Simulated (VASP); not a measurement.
Sb: single point with PBEsol

Sb:

```
Sb
1.0
     5.55156    0.00000    0.00000
    -2.77578    4.80779    0.00000
     0.00000    0.00000    3.31347
Sb
3
Cartesian
  5.5516 0.0000 0.0000
  0.0000 3.2052 1.6567
  2.7758 1.6026 1.6567
```

This cell differs from its parent crystal: volume scaled by 1.12.

```yaml
Program: VASP 6.6.1
Task: single point
Functional: PBEsol
Potentials_or_basis: VASP PAW PBE potentials, release 64 (Sb)
Cutoff: 520 eV
k_mesh: 8 × 8 × 11
Occupations: fermi-dirac, width 0.1 eV
Spin: no spin polarisation
Dipole_correction: no
Further_INCAR_settings: ALGO = Normal; EDIFF = 1e-06; NBANDS = 14
```

```json
{
 "Pressure": "-6.1 GPa"
}
```

Stress tensor (GPa, compression positive):
```
-5.63  0.00  0.00
 0.00 -5.63  0.00
 0.00  0.00 -6.95
```

Levels at points of the mesh, in eV from the Fermi level:
| k point | band 5 | band 6 | band 7 | band 8 | band 9 | band 10 |
| --- | --- | --- | --- | --- | --- | --- |
| (0.00, 0.00, 0.00) | -3.55 | -3.27 | -3.27 | 1.56 | 4.78 | 4.78 |
| (0.50, 0.00, 0.00) | -1.04 | -0.81 | 0.99 | 1.37 | 1.96 | 3.04 |

It took 82 s on 1 thread of Intel Xeon 8259CL, on a shared host, peak memory 0.24 GiB.

Caveat: the PAW data sets were made with another functional, which shifts forces and pressure a little; spin-orbit coupling is left out, which moves the levels of the heavy elements.
